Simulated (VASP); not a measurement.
# BaTiO3 in VASP: notebook, part 2 of 2

VASP 6.6.1. The steps go on from the part before.

## Step 3: Single point, PBE

This run uses another cell than the first one, of 12.34 Å³/atom.

The input, INCAR:

```
ALGO     = Normal         # electronic algorithm
EDIFF    = 1E-6           # SCF threshold, eV
ENCUT    = 910            # plane-wave cutoff, eV
GGA      = PE             # functional
GGA_COMPAT= F            
ISIF     = 2              # what is computed and relaxed
ISMEAR   = -1             # smearing method
LASPH    = T              # aspherical terms in the spheres
LCHARG   = F              # write CHGCAR
LREAL    = F              # projectors in reciprocal space
LWAVE    = F              # write WAVECAR
NBANDS   = 28             # bands
NELM     = 120            # most SCF steps
PREC     = Accurate       # precision mode
SIGMA    = 0.05           # smearing width, eV
```

The input, KPOINTS:

```
k-points
0
Gamma
  7 7 7
```

The input, POSCAR:

```
BaTiO3
1.0
    3.9457420220      0.0000000000      0.0000000000
    0.0000000000      3.9457420220      0.0000000000
    0.0000000000      0.0000000000      3.9636960459
Ba Ti O
1 1 3
Direct
    0.0000000000      0.0000000000      0.0000000000
    0.5000000000      0.5000000000      0.4900000000
    0.0000000000      0.5000000000      0.5170000000
    0.5000000000      0.0000000000      0.5170000000
    0.5000000000      0.5000000000      0.0190000000
```

Potentials or basis: VASP PAW PBE potentials, release 64 (Ba_sv, Ti_sv, O_h).

On the command line:

```sh
cat potpaw_PBE.64/Ba_sv/POTCAR potpaw_PBE.64/Ti_sv/POTCAR potpaw_PBE.64/O_h/POTCAR > POTCAR
mpirun -np 1 vasp_std > vasp.out
```

OUTCAR:

```text
EDIFF = 1E-6
   ENCUT = 910
   GGA = PE
   ISIF = 2
   ISMEAR = -1
   LASPH = T
   LREAL = F
   NELM = 120
   PREC = Accurate

 ion  position               nearest neighbor table
   1  0.000  0.000  0.000-   3 2.75   4 2.75   3 2.75   4 2.75   5 2.79   5 2.79   5 2.79   5 2.79
                             4 2.84   3 2.84   4 2.84   3 2.84   2 3.40   2 3.40   2 3.40   2 3.40
   2  0.500  0.500  0.490-   5 1.87   4 1.98   3 1.98   4 1.98   3 1.98   5 2.10   1 3.40   1 3.40
                             1 3.40   1 3.40   1 3.45   1 3.45   1 3.45   1 3.45
   3  0.000  0.500  0.517-   2 1.98   2 1.98   1 2.75   1 2.75   1 2.84   1 2.84
   4  0.500  0.000  0.517-   2 1.98   2 1.98   1 2.75   1 2.75   1 2.84   1 2.84
   5  0.500  0.500  0.019-   2 1.87   2 2.10   1 2.79   1 2.79   1 2.79   1 2.79

  LATTYP: Found a simple tetragonal cell.
 ALAT       =     3.9457420220
 C/A-ratio  =     1.0045502275

  Lattice vectors:

 A1 = (   3.9457420220,   0.0000000000,   0.0000000000)
 A2 = (   0.0000000000,   3.9457420220,   0.0000000000)
 A3 = (   0.0000000000,   0.0000000000,   3.9636960459)

Analysis of symmetry for initial positions (statically):
[... 181 lines left out ...]
 val. band max:        4.4371574403   @ k =   0.4286   0.4286   0.4286
 cond. band min:       6.3952751204   @ k =   0.0000   0.0000   0.0000
 fundamental gap:      1.9581176801
 Fermi energy:         5.4679400970

 k-point     1 :       0.0000    0.0000    0.0000
  band No.  band energies     occupation
      1     -51.8870      2.00000
      2     -28.1554      2.00000
      3     -28.1206      2.00000
      4     -28.1206      2.00000
      5     -20.2298      2.00000
      6     -12.4712      2.00000
[... 733 lines left out ...]
     27      13.2078      0.00000
     28      13.6552      0.00000

 [... further k-points ...]

------------------------ aborting loop because EDIFF is reached ----------------------------------------

  FORCE on cell =-STRESS in cart. coord.  units (eV):
  Direction    XX          YY          ZZ          XY          YZ          ZX
  --------------------------------------------------------------------------------------
  -------------------------------------------------------------------------------------
  Total        4.4247128      4.4247128      4.7826393      0.0000000      0.0000000      0.0000000
  in kB      114.8782884    114.8782884    124.1710905      0.0000000      0.0000000      0.0000000
  external PRESSURE =     117.9758891 kB  Pullay stress =       0.0000000 kB

 VOLUME and BASIS-vectors are now :
 -----------------------------------------------------------------------------
  energy-cutoff  :      910.00
  volume of cell :       61.71
      direct lattice vectors                 reciprocal lattice vectors
     3.945742022  0.000000000  0.000000000     0.253437755  0.000000000  0.000000000
     0.000000000  3.945742022  0.000000000     0.000000000  0.253437755  0.000000000
     0.000000000  0.000000000  3.963696046     0.000000000  0.000000000  0.252289779

 POSITION                                       TOTAL-FORCE (eV/Angst)
 -----------------------------------------------------------------------------------
      0.00000      0.00000      0.00000         0.000000      0.000000      0.121796
      1.97287      1.97287      1.94221        -0.000000      0.000000      0.062866
      0.00000      1.97287      2.04923         0.000000     -0.000000     -0.106950
      1.97287      0.00000      2.04923         0.000000      0.000000     -0.106950
      1.97287      1.97287      0.07531         0.000000     -0.000000      0.029238
 -----------------------------------------------------------------------------------
    total drift:                                0.000000      0.000000     -0.002919

  FREE ENERGIE OF THE ION-ELECTRON SYSTEM (eV)
  ---------------------------------------------------
  free  energy   TOTEN  =       -39.8764457737 eV

  energy  without entropy=      -39.8764457734  energy(sigma->0) =      -39.87644577
```

OSZICAR:

```text
N       E                     dE             d eps       ncg     rms          rms(c)
DAV:   1     0.602273347043E+03    0.60227E+03   -0.28985E+04  2240   0.236E+03
DAV:   2     0.617388538408E+02   -0.54053E+03   -0.51526E+03  2328   0.550E+02
DAV:   3    -0.439287514545E+02   -0.10567E+03   -0.10027E+03  3316   0.195E+02
DAV:   4    -0.502823316903E+02   -0.63536E+01   -0.63284E+01  2952   0.478E+01
DAV:   5    -0.505478498685E+02   -0.26552E+00   -0.26530E+00  3476   0.894E+00    0.244E+01
DAV:   6    -0.398864044357E+02    0.10661E+02   -0.53564E+01  3248   0.682E+01    0.989E+00
DAV:   7    -0.399936448872E+02   -0.10724E+00   -0.98413E+00  3080   0.223E+01    0.724E+00
DAV:   8    -0.398585075431E+02    0.13514E+00   -0.71220E-01  2732   0.756E+00    0.359E+00
DAV:   9    -0.398958133616E+02   -0.37306E-01   -0.29842E-01  3324   0.466E+00    0.136E+00
DAV:  10    -0.398788135793E+02    0.17000E-01   -0.10429E-01  2624   0.350E+00    0.561E-01
DAV:  11    -0.398765375265E+02    0.22761E-02   -0.11397E-02  3144   0.674E-01    0.145E-01
DAV:  12    -0.398765030790E+02    0.34447E-04   -0.98982E-04  2760   0.251E-01    0.776E-02
DAV:  13    -0.398764490865E+02    0.53993E-04   -0.47534E-04  2840   0.237E-01    0.371E-02
DAV:  14    -0.398764498655E+02   -0.77905E-06   -0.15431E-04  3276   0.978E-02    0.223E-02
DAV:  15    -0.398764453681E+02    0.44975E-05   -0.36373E-05  2904   0.605E-02    0.838E-03
DAV:  16    -0.398764457737E+02   -0.40563E-06   -0.42822E-06  2584   0.185E-02
   1 F= -.39876446E+02 E0= -.39876446E+02  d E =-.307298E-09
```

Wall time 2.4 min (1 thread of Intel Xeon Platinum 8259CL at 2.50GHz (Skylake/Cascade Lake), shared host); peak memory 0.35 GiB.

What came out:

```
Free energy            : -39.8764 eV
Pressure               : 11.8 GPa
Largest force          : 0.122 eV/Å
Band gap on the k mesh : 1.96 eV (least direct gap 2.11 eV)
```

Forces on the atoms (eV/Å):
```
Ba   0.000  0.000  0.122
Ti   0.000  0.000  0.063
O    0.000  0.000 -0.107
O    0.000  0.000 -0.107
O    0.000  0.000  0.029
```

Stress tensor (GPa, compression positive):
```
11.49  0.00  0.00
 0.00 11.49  0.00
 0.00  0.00 12.42
```

Caveat: the cutoff is under 1.25 times the usual one of these potentials, so pressure, stress and relaxed cells hold a basis-set (Pulay) error; the cell stands under pressure; spin-orbit coupling is left out, which moves the levels of the heavy elements; an odd mesh through Γ misses points on the zone boundary, where band edges can lie. As with any semilocal functional, this PBE gap is likely too small.

## Step 4: Single point, PBE

This run uses another cell than the first one, of 11.34 Å³/atom.

The input, INCAR:

```
PREC = Accurate
ENCUT = 520
EDIFF = 1E-6
ISMEAR = -1
SIGMA = 0.05
LREAL = False
LASPH = True
NELM = 100
ALGO = Normal
ISIF = 2
LWAVE = False
LCHARG = False
GGA = PE
NBANDS = 28
```

The input, KPOINTS:

```
regular mesh
0
Gamma
  7 7 7
```

The input, POSCAR:

```
BaTiO3
1.0
    3.8414570413      0.0000000000      0.0000000000
    0.0000000000      3.8414570413      0.0000000000
    0.0000000000      0.0000000000      3.8414555168
Ba Ti O
1 1 3
Direct
    0.0000000000      0.0000000000      0.0086006145
    0.5000000000      0.5000000000      0.5086117597
    0.0000000000      0.5000000000      0.5085947986
    0.5000000000      0.0000000000      0.5085947986
    0.5000000000      0.5000000000      0.0085980285
```

Potentials or basis: VASP PAW PBE potentials, release 64 (Ba_sv, Ti_sv, O).

On the command line:

```sh
cat potpaw_PBE.64/Ba_sv/POTCAR potpaw_PBE.64/Ti_sv/POTCAR potpaw_PBE.64/O/POTCAR > POTCAR
mpirun -np 1 vasp_std > vasp.out
```

Wall time 30 s (1 thread of Intel Xeon 6975P-C (Granite Rapids), shared host); peak memory 0.21 GiB.

It converged, with:

| Item | Value |
| --- | --- |
| Free energy | -39.1770 eV |
| Pressure | 32.8 GPa |
| Band gap on the k mesh | 1.98 eV |

Levels at points of the mesh, in eV from the valence-band top:
| k point | band 16 | band 17 | band 18 | band 19 | band 20 | band 21 | band 22 | band 23 | band 24 | band 25 |
| --- | --- | --- | --- | --- | --- | --- | --- | --- | --- | --- |
| (0.00, 0.00, 0.00) | -1.30 | -1.30 | 0.00 | 0.00 | 0.00 | 1.98 | 1.98 | 1.98 | 4.76 | 4.76 |

Caveat: the cell stands under pressure; spin-orbit coupling is left out, which moves the levels of the heavy elements; an odd mesh through Γ misses points on the zone boundary, where band edges can lie.

## Step 5: Single point, PBE

This run uses another cell than the first one, of 11.77 Å³/atom.

The input, INCAR:

```
SYSTEM = BaTiO3
ALGO = Normal
EDIFF = 1E-6
ENCUT = 520
GGA = PE
ISIF = 2
ISMEAR = -1
LASPH = .TRUE.
LCHARG = .FALSE.
LREAL = .FALSE.
LWAVE = .FALSE.
NBANDS = 28
NELM = 100
PREC = Accurate
SIGMA = 0.05
```

The input, KPOINTS:

```
k-points
0
G
  7 7 7
  0 0 0
```

The input, POSCAR:

```
BaTiO3
1.0
    3.8896194523      0.0000000000      0.0000000000
    0.0000000000      3.8896194523      0.0000000000
    0.0000000000      0.0000000000      3.8896516270
Ba Ti O
1 1 3
Direct
    0.0000000000      0.0000000000      0.0086055784
    0.5000000000      0.5000000000      0.5086268100
    0.0000000000      0.5000000000      0.5085948809
    0.5000000000      0.0000000000      0.5085948809
    0.5000000000      0.5000000000      0.0085778498
```

On the command line:

```sh
cat potpaw_PBE.64/Ba_sv/POTCAR potpaw_PBE.64/Ti_sv/POTCAR potpaw_PBE.64/O/POTCAR > POTCAR
mpirun -np 1 vasp_std > vasp.out
```

Wall time 31 s (1 thread of Intel Xeon 6975P-C (Granite Rapids), shared host); peak memory 0.21 GiB.

It converged, with:

```
Free energy            : -39.5500 eV
Pressure               : 22.5 GPa
Band gap on the k mesh : 1.96 eV
```

Levels at points of the mesh, in eV from the valence-band top:
```tsv
k point	band 17	band 18	band 19	band 20	band 21	band 22	band 23	band 24
(0.00, 0.00, 0.00)	-1.18	0.00	0.00	0.00	1.96	1.96	1.96	4.56
```

Caveat: the cell stands under pressure; spin-orbit coupling is left out, which moves the levels of the heavy elements; an odd mesh through Γ misses points on the zone boundary, where band edges can lie.

## Step 6: Single point, PBE

This run uses another cell than the first one, of 12.35 Å³/atom.

The input, INCAR:

```
SYSTEM = BaTiO3
  PREC = Accurate
  ENCUT = 520
  EDIFF = 1E-6
  ISMEAR = -1
  SIGMA = 0.05
  LREAL = .False.
  LASPH = .True.
  NELM = 60
  ALGO = Normal
  ISIF = 2
  LWAVE = .False.
  LCHARG = .True.
  GGA = PE
  LELF = .True.
  LVHAR = .True.
  NBANDS = 28
```

The input, KPOINTS:

```
regular mesh
0
Gamma
  7 7 7
  0 0 0
```

The input, POSCAR:

```
BaTiO3
1.0
    3.9413615950      0.0000000000      0.0000000000
    0.0000000000      3.9413615950      0.0000000000
    0.0000000000      0.0000000000      3.9735341289
Ba Ti O
1 1 3
Direct
    0.0000000000      0.0000000000      0.0030409726
    0.5000000000      0.5000000000      0.4915997048
    0.0000000000      0.5000000000      0.5144983180
    0.5000000000      0.0000000000      0.5144983180
    0.5000000000      0.5000000000      0.0193626866
```

Potentials or basis: VASP PAW PBE potentials, release 64 (Ba_sv, Ti_sv, O).

On the command line:

```sh
cat potpaw_PBE.64/Ba_sv/POTCAR potpaw_PBE.64/Ti_sv/POTCAR potpaw_PBE.64/O/POTCAR > POTCAR
mpirun -np 1 vasp_std > vasp.out
```

OUTCAR:

```text
SYSTEM = BaTiO3
   PREC = Accurate
   ENCUT = 520
   EDIFF = 1E-6
   ISMEAR = -1
   LREAL = .False.
   LASPH = .True.
   NELM = 60
   ISIF = 2
   GGA = PE

 ion  position               nearest neighbor table
   1  0.000  0.000  0.003-   3 2.77   4 2.77   3 2.77   4 2.77   5 2.79   5 2.79   5 2.79   5 2.79
                             4 2.83   3 2.83   4 2.83   3 2.83   2 3.40   2 3.40   2 3.40   2 3.40
   2  0.500  0.500  0.492-   5 1.88   4 1.97   3 1.97   4 1.97   3 1.97   5 2.10   1 3.40   1 3.40
                             1 3.40   1 3.40   1 3.45   1 3.45   1 3.45   1 3.45
   3  0.000  0.500  0.514-   2 1.97   2 1.97   1 2.77   1 2.77   1 2.83   1 2.83
   4  0.500  0.000  0.514-   2 1.97   2 1.97   1 2.77   1 2.77   1 2.83   1 2.83
   5  0.500  0.500  0.019-   2 1.88   2 2.10   1 2.79   1 2.79   1 2.79   1 2.79

  LATTYP: Found a simple tetragonal cell.
 ALAT       =     3.9413615950
 C/A-ratio  =     1.0081627968

  Lattice vectors:

 A1 = (   3.9413615950,   0.0000000000,   0.0000000000)
 A2 = (   0.0000000000,   3.9413615950,   0.0000000000)
 A3 = (   0.0000000000,   0.0000000000,   3.9735341289)

Analysis of symmetry for initial positions (statically):
=====================================================================
 Subroutine PRICEL returns:
 Original cell was already a primitive cell.

 Routine SETGRP: Setting up the symmetry group for a
 simple tetragonal supercell.

 Subroutine GETGRP returns: Found  8 space group operations
 (whereof  8 operations were pure point group operations)
 out of a pool of 16 trial point group operations.

The static configuration has the point symmetry C_4v.

Analysis of symmetry for dynamics (positions and initial velocities):
=====================================================================
 Subroutine PRICEL returns:
 Original cell was already a primitive cell.

[... 131 lines left out ...]
   IMIX   =      4    mixing-type and parameters
     AMIX     =   0.40;   BMIX     =  1.00
     AMIX_MAG =   1.60;   BMIX_MAG =  1.00
  volume/ion in A,a.u.               =      12.35        83.31
  Fermi-wavevector in a.u.,A,eV,Ry     =   1.416680  2.677136 27.306638  2.006981
  Thomas-Fermi vector in A             =   2.537989
   LORBIT       =      0    0 simple, 1 ext, 2 COOP (PROOUT), +10 PAW based schemes
   GGA     = PE    functional components
   LHFCALC =     F    Hartree Fock is set to
   AEXX    =    0.0000 exact exchange contribution
   IVDW    =     0    specifies the selected vdW correction
   LEPSILON=     F    determine dielectric tensor
   LRPA    =     F    only Hartree local field effects (RPA)
 non-spin polarized calculation
  energy-cutoff  :      520.00
  volume of cell :       61.73
 maximum number of plane-waves:      1687
 NGX is ok and might be reduce to    30
   NGX = 15   NGY = 15   NGZ = 15

 number of electron      39.9999989 magnetization

 Free energy of the ion-electron system (eV)
  ---------------------------------------------------
  ext. energy  EPLUGINS =         0.00000000
  ---------------------------------------------------
  free energy    TOTEN  =       -39.85411080 eV

  energy without entropy =      -39.85411080  energy(sigma->0) =      -39.85411080

 E-fermi :   5.1002     XC(G=0): -11.4579

 val. band max:        4.0717094756   @ k =   0.4286   0.4286   0.4286
 cond. band min:       6.0167489118   @ k =   0.0000   0.0000   0.0000
 fundamental gap:      1.9450394361
 Fermi energy:         5.1002457616

 k-point     1 :       0.0000    0.0000    0.0000
  band No.  band energies     occupation
      1     -52.2707      2.00000
      2     -28.5345      2.00000
      3     -28.5051      2.00000
      4     -28.5051      2.00000
      5     -20.6086      2.00000
      6     -12.8435      2.00000
[... 733 lines left out ...]
     27      12.8340      0.00000
     28      13.2836      0.00000

 [... further k-points ...]

------------------------ aborting loop because EDIFF is reached ----------------------------------------

  FORCE on cell =-STRESS in cart. coord.  units (eV):
  Direction    XX          YY          ZZ          XY          YZ          ZX
  --------------------------------------------------------------------------------------
  -------------------------------------------------------------------------------------
  Total        4.6637610      4.6637610      4.6698988      0.0000000     -0.0000000      0.0000000
  in kB      121.0535014    121.0535014    121.2128170      0.0000000     -0.0000000      0.0000000
  external PRESSURE =     121.1066066 kB  Pullay stress =       0.0000000 kB

 VOLUME and BASIS-vectors are now :
 -----------------------------------------------------------------------------
  energy-cutoff  :      520.00
  volume of cell :       61.73
      direct lattice vectors                 reciprocal lattice vectors
     3.941361595  0.000000000  0.000000000     0.253719426  0.000000000  0.000000000
     0.000000000  3.941361595  0.000000000     0.000000000  0.253719426  0.000000000
     0.000000000  0.000000000  3.973534129     0.000000000  0.000000000  0.251665134

 POSITION                                       TOTAL-FORCE (eV/Angst)
 -----------------------------------------------------------------------------------
      0.00000      0.00000      0.01208         0.000000     -0.000000      0.021487
      1.97068      1.97068      1.95339        -0.000000      0.000000      0.035086
      0.00000      1.97068      2.04438        -0.000000     -0.000000     -0.009930
      1.97068      0.00000      2.04438        -0.000000     -0.000000     -0.009930
      1.97068      1.97068      0.07694        -0.000000     -0.000000     -0.036714
 -----------------------------------------------------------------------------------
    total drift:                                0.000000      0.000000      0.000024

  FREE ENERGIE OF THE ION-ELECTRON SYSTEM (eV)
  ---------------------------------------------------
  free  energy   TOTEN  =       -39.8541108040 eV

  energy  without entropy=      -39.8541108037  energy(sigma->0) =      -39.85411080
```

Wall time 29 s (1 thread of Intel Xeon 6975P-C (Granite Rapids), shared host); peak memory 0.21 GiB.

Results:

```
Free energy            : -39.8541 eV
Pressure               : 12.1 GPa
Largest force          : 0.037 eV/Å
Band gap on the k mesh : 1.95 eV (least direct gap 2.09 eV)
```

Forces on the atoms (eV/Å):
```
Ba   0.000  0.000  0.021
Ti   0.000  0.000  0.035
O    0.000  0.000 -0.010
O    0.000  0.000 -0.010
O    0.000  0.000 -0.037
```

Levels at points of the mesh, in eV from the valence-band top:
```tsv
k point	band 17	band 18	band 19	band 20	band 21	band 22	band 23	band 24
(0.00, 0.00, 0.00)	-1.11	-0.16	-0.15	-0.15	1.95	2.13	2.13	4.34
```

Caveat: the cell stands under pressure; spin-orbit coupling is left out, which moves the levels of the heavy elements; an odd mesh through Γ misses points on the zone boundary, where band edges can lie. PBE gaps usually lie below the measured ones, often by a third to a half.

## Step 7: Summary

```tsv
level	potentials or basis	cell	cutoff (eV)	gap on the mesh (eV)	pressure (GPa)	largest force (eV/Å)
RPBE+D3(BJ)	VASP PAW PBE potentials, release 64 (Ba_sv, Ti_sv, O_h)	a = 3.918, b = 3.918, c = 3.936 Å, 5 atoms, atomic positions A	910	2.04	-7.5	0.19
PBE	VASP PAW PBE potentials, release 64 (Ba_sv, Ti_sv, O_h)	a = 3.946, b = 3.946, c = 3.964 Å, 5 atoms, atomic positions A	910	1.96	11.8	0.12
PBE	VASP PAW PBE potentials, release 64 (Ba_sv, Ti_sv, O)	a = 3.841 Å, 5 atoms, atomic positions B	520	1.98	32.8	-
PBE	VASP PAW PBE potentials, release 64 (Ba_sv, Ti_sv, O)	a = 3.890 Å, 5 atoms, atomic positions B	520	1.96	22.5	-
PBE	VASP PAW PBE potentials, release 64 (Ba_sv, Ti_sv, O)	a = 3.941, b = 3.941, c = 3.974 Å, 5 atoms, atomic positions C	520	1.95	12.1	0.04
```

Alike in all rows: task single point; no spin polarisation; k mesh 7 × 7 × 7; smearing fermi-dirac 0.05 eV.

Caveats: spin-orbit coupling is left out, which moves the levels of the heavy elements; an odd mesh through Γ misses points on the zone boundary, where band edges can lie; the cell stands under pressure (at least some runs); the cutoff is under 1.25 times the usual one of these potentials, so pressure, stress and relaxed cells hold a basis-set (Pulay) error (at least some runs); the cell stands under tension (at least some runs); the PAW data sets were made with another functional, which shifts forces and pressure a little (at least some runs).

Total energies depend on the potentials used, so only differences within one code and one set of settings carry meaning.
